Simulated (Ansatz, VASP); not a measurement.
Two plane-wave programs on Y

```
Y
1.0
     0.00000    2.55780    2.55780
     2.55780    0.00000    2.55780
     2.55780    2.55780    0.00000
Y
1
Direct
  0.00000 0.00000 0.00000
```

Alike in both runs: functional BLYP; k mesh 11 × 11 × 11; occupations fermi-dirac, width 0.1 eV; no spin polarisation.

Ansatz relaxed the structure, and its values are those at the end. VASP's run is a single point on that final structure, the one shown.

```csv
,VASP,Ansatz
version,VASP 6.6.1,Ansatz 0.2.0
potentials or method,"VASP PAW PBE potentials, release 64 (Y_sv), cutoff 520 eV","plane waves (420 eV) with PAW, scalar-relativistic"
valence electrons in the cell,11,11
```

VASP gave:

```
pressure (GPa) : -0.1
```

Problem. Which values does Ansatz return?

Solution. Pressure (GPa): 0.0.

VASP's potentials were made for PBE, not for BLYP.
